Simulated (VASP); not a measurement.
# BeS (F-43m) in VASP: a series of runs

The runs below take BeS through single point, with PBE.

Everything below comes from runs of VASP 6.6.1. Logs are shortened: lines on timing, memory, paths and dates and some standing lists are left out, and cuts for length are marked.

## 1. The cell of the first run

It takes space group F-43m (No. 216, cubic). The conventional cell has a = 4.776 Å, b = 4.776 Å, c = 4.776 Å, α = 90.00°, β = 90.00°, γ = 90.00°. Be (site symmetry -43m) has 4 S at 2.07 Å within 2.7 Å. Within 2.7 Å of S (site symmetry -43m) lie 4 Be at 2.07 Å.

## 2. Single point, PBE (volume scaled by 0.94)

Input file INCAR:

```
  PREC = Accurate
  ENCUT = 520
  EDIFF = 1E-6
  ISMEAR = 0
  SIGMA = 0.02
  LREAL = F
  LASPH = T
  NELM = 60
  ALGO = Normal
  ISIF = 2
  LWAVE = F
  LCHARG = T
  GGA = PE
  LELF = T
  LVHAR = T
  NBANDS = 11
```

Input file KPOINTS:

```
regular mesh
0
Gamma
  8 8 8
```

Input file POSCAR:

```
BeS
1.0
    0.0000000000      2.3882374560      2.3882374560
    2.3882374560      0.0000000000      2.3882374560
    2.3882374560      2.3882374560      0.0000000000
Be S
1 1
Direct
    0.2500000000      0.2500000000      0.2500000000
    0.5000000000      0.5000000000      0.5000000000
```

Potentials or basis: VASP PAW PBE potentials, release 64 (Be, S).

Launch:

```bash
cat potpaw_PBE.64/Be/POTCAR potpaw_PBE.64/S/POTCAR > POTCAR
mpirun -np 1 vasp_std > vasp.out
```

OUTCAR:

```text
PREC = Accurate
   ENCUT = 520
   EDIFF = 1E-6
   ISMEAR = 0
   LREAL = F
   LASPH = T
   NELM = 60
   ISIF = 2
   GGA = PE

 ion  position               nearest neighbor table
   1  0.250  0.250  0.250-   2 2.07   2 2.07   2 2.07   2 2.07
   2  0.500  0.500  0.500-   1 2.07   1 2.07   1 2.07   1 2.07

  LATTYP: Found a face centered cubic cell.
 ALAT       =     4.7764749120

  Lattice vectors:

 A1 = (   0.0000000000,   2.3882374560,   2.3882374560)
 A2 = (   2.3882374560,   0.0000000000,   2.3882374560)
 A3 = (   2.3882374560,   2.3882374560,   0.0000000000)

Analysis of symmetry for initial positions (statically):
=====================================================================
 Subroutine PRICEL returns:
 Original cell was already a primitive cell.

 Routine SETGRP: Setting up the symmetry group for a
 face centered cubic supercell.

 Subroutine GETGRP returns: Found 24 space group operations
 (whereof 24 operations were pure point group operations)
 out of a pool of 48 trial point group operations.

The static configuration has the point symmetry T_d .

Analysis of symmetry for dynamics (positions and initial velocities):
=====================================================================
 Subroutine PRICEL returns:
 Original cell was already a primitive cell.

 Routine SETGRP: Setting up the symmetry group for a
 face centered cubic supercell.

 Subroutine GETGRP returns: Found 24 space group operations
 (whereof 24 operations were pure point group operations)
 out of a pool of 48 trial point group operations.

The dynamic configuration has the point symmetry T_d .

 Subroutine INISYM returns: Found 24 space group operations
 (whereof 24 operations are pure point group operations),
 and found     1 'primitive' translations

----------------------------------------------------------------------------------------

                                     Primitive cell

  volume of cell :      27.2435

  direct lattice vectors                    reciprocal lattice vectors
     0.000000000  2.388237456  2.388237456    -0.209359416  0.209359416  0.209359416
     2.388237456  0.000000000  2.388237456     0.209359416 -0.209359416  0.209359416
     2.388237456  2.388237456  0.000000000     0.209359416  0.209359416 -0.209359416

  length of vectors
     3.377477800  3.377477800  3.377477800     0.362621146  0.362621146  0.362621146

  position of ions in fractional coordinates (direct lattice)
     0.250000000  0.250000000  0.250000000
     0.500000000  0.500000000  0.500000000

  ion indices of the primitive-cell ions
   primitive index   ion index
                 1           1
                 2           2

----------------------------------------------------------------------------------------

 KPOINTS: regular mesh

Automatic generation of k-mesh.
 Grid dimensions read from file:
 generate k-points for:    8    8    8

 Generating k-lattice:

  Cartesian coordinates                     Fractional coordinates (reciprocal lattice)
    -0.026169927  0.026169927  0.026169927     0.125000000  0.000000000  0.000000000
     0.026169927 -0.026169927  0.026169927     0.000000000  0.125000000  0.000000000
     0.026169927  0.026169927 -0.026169927     0.000000000  0.000000000  0.125000000

  Length of vectors
     0.045327643  0.045327643  0.045327643

  Shift w.r.t. Gamma in fractional coordinates (k-lattice)
     0.000000000  0.000000000  0.000000000

 Subroutine IBZKPT returns following result:
 ===========================================

 Found     29 irreducible k-points:

 Following reciprocal coordinates:
            Coordinates               Weight
  0.000000  0.000000  0.000000      1.000000
  0.125000  0.000000  0.000000      8.000000
  0.250000  0.000000  0.000000      8.000000
  0.375000  0.000000  0.000000      8.000000
  0.500000  0.000000  0.000000      4.000000
  0.125000  0.125000  0.000000      6.000000
[... 16 lines left out ...]
  0.500000  0.250000  0.125000     48.000000
 -0.375000  0.250000  0.125000     24.000000
 [... further k-points ...]
   k-points           NKPTS =     29   k-points in BZ     NKDIM =     29   number of bands    NBANDS=     11
   number of dos      NEDOS =    301   number of ions     NIONS =      2
   total plane-waves  NPLWV =  21952
   dimension x,y,z NGX =    28 NGY =   28 NGZ =   28
   dimension x,y,z NGXF=    56 NGYF=   56 NGZF=   56
   ions per type =               1   1
   NGX,Y,Z   is equivalent  to a cutoff of  13.78, 13.78, 13.78 a.u.
   NGXF,Y,Z  is equivalent  to a cutoff of  27.56, 27.56, 27.56 a.u.
 SYSTEM =  unknown system
   PREC   = accura    normal or accurate (medium, high low for compatibility)
   ISTART =      0    job   : 0-new  1-cont  2-samecut
   ICHARG =      2    charge: 1-file 2-atom 10-const
   ISPIN  =      1    spin polarized calculation?
   LNONCOLLINEAR =      F non collinear calculations
   LSORBIT =      F    spin-orbit coupling
   LASPH  =      T    aspherical Exc in radial PAW
   ENCUT  =  520.0 eV  38.22 Ry    6.18 a.u.   6.28  6.28  6.28*2*pi/ulx,y,z
   NELM   =     60;   NELMIN=  2; NELMDL= -5     # of ELM steps
   EDIFF  = 0.1E-05   stopping-criterion for ELM
   LREAL  =      F    real-space projection
   EDIFFG = 0.1E-04   stopping-criterion for IOM
   NSW    =      0    number of steps for IOM
   IBRION =     -1    ionic relax: 0-MD 1-quasi-New 2-CG
   NFREE  =      0    steps in history (QN), initial steepest desc. (CG)
   ISIF   =      2    stress and relaxation
   ISYM   =      2    0-nonsym 1-usesym 2-fastsym
   POTIM  = 0.5000    time-step for ionic-motion
   TEBEG  =    0.0;   TEEND  =   0.0 temperature during run
   PSTRESS=    0.0 pullay stress
   NELECT =       8.0000    total number of electrons
   NUPDOWN=      -1.0000    fix difference up-down
   EMIN   =  10.00;   EMAX   =-10.00  energy-range for DOS
   EFERMI =   0.00;   METHOD = LEGACY
   ISMEAR =     0;   SIGMA  =   0.02  broadening in eV -4-tet -1-fermi 0-gaus
   EFERMI_NEDOS =   21; number of points for ismear=-14 and -15
   IALGO  =     38    algorithm
   IMIX   =      4    mixing-type and parameters
     AMIX     =   0.40;   BMIX     =  1.00
     AMIX_MAG =   1.60;   BMIX_MAG =  1.00
  volume/ion in A,a.u.               =      13.62        91.92
  Fermi-wavevector in a.u.,A,eV,Ry     =   1.088138  2.056283 16.109902  1.184044
  Thomas-Fermi vector in A             =   2.224313
   LORBIT       =      0    0 simple, 1 ext, 2 COOP (PROOUT), +10 PAW based schemes
   GGA     = PE    functional components
   LHFCALC =     F    Hartree Fock is set to
   AEXX    =    0.0000 exact exchange contribution
   IVDW    =     0    specifies the selected vdW correction
   LEPSILON=     F    determine dielectric tensor
   LRPA    =     F    only Hartree local field effects (RPA)
 non-spin polarized calculation
 Gauss-broadening in eV      SIGMA  =   0.02
  energy-cutoff  :      520.00
  volume of cell :       27.24
 maximum number of plane-waves:       754
 NGX is ok and might be reduce to    28
   NGX = 13   NGY = 13   NGZ = 13

 number of electron       8.0000001 magnetization

 Free energy of the ion-electron system (eV)
  ---------------------------------------------------
  ext. energy  EPLUGINS =         0.00000000
  ---------------------------------------------------
  free energy    TOTEN  =        -9.97931150 eV

  energy without entropy =       -9.97931150  energy(sigma->0) =       -9.97931150

 E-fermi :   4.7963     XC(G=0):  -9.9217

 val. band max:        4.6609671649   @ k =   0.0000   0.0000   0.0000
 cond. band min:       7.6638093702   @ k =   0.5000   0.5000   0.0000
 fundamental gap:      3.0028422053
 Fermi energy:         4.7963114696

 k-point     1 :       0.0000    0.0000    0.0000
  band No.  band energies     occupation
      1      -9.3493      2.00000
      2       4.6610      2.00000
      3       4.6610      2.00000
      4       4.6610      2.00000
      5      10.3067      0.00000
      6      10.3067      0.00000
      7      10.3067      0.00000
      8      10.9428      0.00000
      9      17.5630      0.00000
     10      17.5630      0.00000
     11      19.8905      0.00000

 k-point     2 :       0.1250    0.0000    0.0000
  band No.  band energies     occupation
      1      -9.1608      2.00000
      2       3.4046      2.00000
      3       4.4462      2.00000
      4       4.4462      2.00000
      5      10.3605      0.00000
      6      10.6851      0.00000
      7      10.6851      0.00000
      8      12.1635      0.00000
      9      16.8503      0.00000
     10      16.8503      0.00000
     11      19.6265      0.00000

 k-point     3 :       0.2500    0.0000    0.0000
  band No.  band energies     occupation
      1      -8.6387      2.00000
      2       1.1999      2.00000
      3       4.0226      2.00000
      4       4.0226      2.00000
      5      10.3525      0.00000
      6      11.2498      0.00000
      7      11.2498      0.00000
      8      14.2913      0.00000
      9      16.6160      0.00000
     10      16.6160      0.00000
     11      19.1659      0.00000

 k-point     4 :       0.3750    0.0000    0.0000
  band No.  band energies     occupation
      1      -7.9662      2.00000
      2      -0.6584      2.00000
      3       3.6845      2.00000
      4       3.6845      2.00000
      5      10.3224      0.00000
      6      11.2960      0.00000
      7      11.2960      0.00000
      8      15.7175      0.00000
      9      18.0479      0.00000
     10      18.0479      0.00000
     11      19.4646      0.00000
[... 239 lines left out ...]
 k-point    22 :       0.3750    0.2500    0.1250
  band No.  band energies     occupation
      1      -8.2099      2.00000
      2       0.9714      2.00000
      3       2.3773      2.00000
      4       3.4690      2.00000
      5      10.2000      0.00000
      6      12.0250      0.00000
      7      12.3109      0.00000
      8      13.3678      0.00000
      9      16.5356      0.00000
     10      19.3489      0.00000
     11      20.9669      0.00000

 k-point    23 :       0.5000    0.2500    0.1250
  band No.  band energies     occupation
      1      -7.6146      2.00000
      2      -0.2714      2.00000
      3       1.8277      2.00000
      4       2.9635      2.00000
      5      10.6739      0.00000
      6      11.5513      0.00000
      7      13.3222      0.00000
      8      14.1033      0.00000
      9      17.5588      0.00000
     10      19.3734      0.00000
     11      21.5286      0.00000

 k-point    24 :      -0.3750    0.2500    0.1250
  band No.  band energies     occupation
      1      -7.3102      2.00000
      2      -0.8720      2.00000
      3       1.7368      2.00000
      4       2.6997      2.00000
      5      10.7335      0.00000
      6      11.3625      0.00000
      7      14.0083      0.00000
      8      15.3908      0.00000
      9      16.3023      0.00000
     10      20.2679      0.00000
     11      21.0200      0.00000

 [... further k-points ...]
[... 5 lines left out ...]
  --------------------------------------------------------------------------------------
  -------------------------------------------------------------------------------------
  Total        1.1019371      1.1019371      1.1019371     -0.0000000     -0.0000000      0.0000000
  in kB       64.8044583     64.8044583     64.8044583     -0.0000000     -0.0000000      0.0000000
  external PRESSURE =      64.8044583 kB  Pullay stress =       0.0000000 kB

 VOLUME and BASIS-vectors are now :
 -----------------------------------------------------------------------------
  energy-cutoff  :      520.00
  volume of cell :       27.24
      direct lattice vectors                 reciprocal lattice vectors
     0.000000000  2.388237456  2.388237456    -0.209359416  0.209359416  0.209359416
     2.388237456  0.000000000  2.388237456     0.209359416 -0.209359416  0.209359416
     2.388237456  2.388237456  0.000000000     0.209359416  0.209359416 -0.209359416

 POSITION                                       TOTAL-FORCE (eV/Angst)
 -----------------------------------------------------------------------------------
      1.19412      1.19412      1.19412        -0.000000     -0.000000     -0.000000
      2.38824      2.38824      2.38824         0.000000      0.000000      0.000000
 -----------------------------------------------------------------------------------
    total drift:                                0.000000      0.000000      0.000000

  FREE ENERGIE OF THE ION-ELECTRON SYSTEM (eV)
  ---------------------------------------------------
  free  energy   TOTEN  =        -9.9793114993 eV

  energy  without entropy=       -9.9793114993  energy(sigma->0) =       -9.97931150
```

Run time: 5 s. Hardware: 1 thread of Intel Xeon 6975P-C (Granite Rapids), shared host; peak memory 0.14 GiB.

What came out:

```
Free energy            : -9.9793 eV
Pressure               : 6.5 GPa
Band gap on the k mesh : 3.00 eV, indirect (least direct gap 5.65 eV)
```

Levels at points of the mesh, in eV from the valence-band top:
| k point | band 2 | band 3 | band 4 | band 5 | band 6 | band 7 |
| --- | --- | --- | --- | --- | --- | --- |
| (0.00, 0.00, 0.00) | 0.00 | 0.00 | 0.00 | 5.65 | 5.65 | 5.65 |
| (0.50, 0.00, 0.00) | -6.09 | -1.10 | -1.10 | 5.64 | 6.55 | 6.55 |
| (0.50, 0.50, 0.00) | -5.26 | -2.80 | -2.80 | 3.00 | 4.87 | 13.16 |

## 3. Single point, PBE (volume scaled by 0.91)

Input file INCAR:

```
SYSTEM = BeS
PREC = Accurate ; ENCUT = 520
EDIFF = 1E-6 ; ISMEAR = 0
SIGMA = 0.02 ; LREAL = .FALSE.
LASPH = .TRUE. ; NELM = 80
ALGO = Normal ; ISIF = 2
LWAVE = .FALSE. ; LCHARG = .FALSE.
GGA = PE ; NBANDS = 11
```

Input file KPOINTS:

```
regular mesh
0
G
  8 8 8
  0 0 0
```

Input file POSCAR:

```
BeS
1.0
    0.0000000000      2.3625554930      2.3625554930
    2.3625554930      0.0000000000      2.3625554930
    2.3625554930      2.3625554930      0.0000000000
Be S
1 1
Direct
    0.2500000000      0.2500000000      0.2500000000
    0.5000000000      0.5000000000      0.5000000000
```

Potentials or basis: VASP PAW PBE potentials, release 64 (Be, S).

Launch:

```bash
cat potpaw_PBE.64/Be/POTCAR potpaw_PBE.64/S/POTCAR > POTCAR
mpirun -np 1 vasp_std > vasp.out
```

OUTCAR:

```text
SYSTEM = BeS
   PREC = Accurate
   ENCUT = 520
   EDIFF = 1E-6
   ISMEAR = 0
   LREAL = .FALSE.
   LASPH = .TRUE.
   NELM = 80
   ISIF = 2
   GGA = PE

 ion  position               nearest neighbor table
   1  0.250  0.250  0.250-   2 2.05   2 2.05   2 2.05   2 2.05
   2  0.500  0.500  0.500-   1 2.05   1 2.05   1 2.05   1 2.05

  LATTYP: Found a face centered cubic cell.
 ALAT       =     4.7251109860

  Lattice vectors:

 A1 = (   0.0000000000,   2.3625554930,   2.3625554930)
[... 522 lines left out ...]

------------------------ aborting loop because EDIFF is reached ----------------------------------------

  FORCE on cell =-STRESS in cart. coord.  units (eV):
  Direction    XX          YY          ZZ          XY          YZ          ZX
  --------------------------------------------------------------------------------------
  -------------------------------------------------------------------------------------
  Total        1.7256317      1.7256317      1.7256317      0.0000000      0.0000000      0.0000000
  in kB      104.8292898    104.8292898    104.8292898      0.0000000      0.0000000      0.0000000
  external PRESSURE =     104.8292898 kB  Pullay stress =       0.0000000 kB

 VOLUME and BASIS-vectors are now :
 -----------------------------------------------------------------------------
  energy-cutoff  :      520.00
  volume of cell :       26.37
      direct lattice vectors                 reciprocal lattice vectors
     0.000000000  2.362555493  2.362555493    -0.211635241  0.211635241  0.211635241
     2.362555493  0.000000000  2.362555493     0.211635241 -0.211635241  0.211635241
     2.362555493  2.362555493  0.000000000     0.211635241  0.211635241 -0.211635241

 POSITION                                       TOTAL-FORCE (eV/Angst)
 -----------------------------------------------------------------------------------
      1.18128      1.18128      1.18128         0.000000     -0.000000      0.000000
      2.36256      2.36256      2.36256        -0.000000      0.000000     -0.000000
 -----------------------------------------------------------------------------------
    total drift:                               -0.000000     -0.000000     -0.000000

  FREE ENERGIE OF THE ION-ELECTRON SYSTEM (eV)
  ---------------------------------------------------
  free  energy   TOTEN  =        -9.9333255369 eV

  energy  without entropy=       -9.9333255369  energy(sigma->0) =       -9.93332554
```

OSZICAR:

```text
N       E                     dE             d eps       ncg     rms          rms(c)
DAV:   1     0.215147426838E+02    0.21515E+02   -0.36998E+03   638   0.629E+02
DAV:   2    -0.893952213775E+01   -0.30454E+02   -0.28755E+02   844   0.118E+02
DAV:   3    -0.101500422172E+02   -0.12105E+01   -0.12081E+01   829   0.235E+01
DAV:   4    -0.101564994847E+02   -0.64573E-02   -0.64560E-02   794   0.199E+00
DAV:   5    -0.101565467012E+02   -0.47217E-04   -0.47216E-04   836   0.165E-01    0.633E+00
DAV:   6    -0.998830825383E+01    0.16824E+00   -0.11477E-01   757   0.177E+00    0.427E+00
DAV:   7    -0.993224327530E+01    0.56065E-01   -0.15310E-01   839   0.212E+00    0.958E-01
DAV:   8    -0.993323364156E+01   -0.99037E-03   -0.71729E-03   756   0.471E-01    0.149E-01
DAV:   9    -0.993329810801E+01   -0.64466E-04   -0.45645E-04   801   0.139E-01    0.352E-02
DAV:  10    -0.993331652290E+01   -0.18415E-04   -0.34348E-05   788   0.335E-02    0.108E-02
DAV:  11    -0.993332534678E+01   -0.88239E-05   -0.13959E-05   731   0.221E-02    0.816E-03
DAV:  12    -0.993332553693E+01   -0.19015E-06   -0.21178E-07   591   0.340E-03
   1 F= -.99333255E+01 E0= -.99333255E+01  d E =-.438987E-23
```

stdout:

```text
POSCAR found type information on POSCAR BeS
 POSCAR found :  2 types and       2 ions
 scaLAPACK will be used
 LDA part: xc-table for (Slater+PW92), standard interpolation
 POSCAR, INCAR and KPOINTS ok, starting setup
 FFT: planning ... GRIDC
 FFT: planning ... GRID_SOFT
 FFT: planning ... GRID
 WAVECAR not read
 entering main loop
```

It took 4.8 s on 1 thread of Intel Xeon 6975P-C (Granite Rapids), shared host; peak memory 0.15 GiB.

Results:

| Quantity | Value |
| --- | --- |
| Free energy | -9.9333 eV |
| Pressure | 10.5 GPa |
| Band gap on the k mesh | 2.92 eV, indirect (least direct gap 5.62 eV) |

Levels at points of the mesh, in eV from the valence-band top:
```
           k point  band 2  band 3  band 4  band 5  band 6  band 7
(0.00, 0.00, 0.00)    0.00    0.00    0.00    5.62    5.62    5.62
(0.50, 0.00, 0.00)   -6.31   -1.15   -1.15    5.76    6.53    6.53
(0.50, 0.50, 0.00)   -5.44   -2.92   -2.92    2.92    4.83   13.42
```

 A k mesh can miss the band edges.

[end of part 1 of 2]
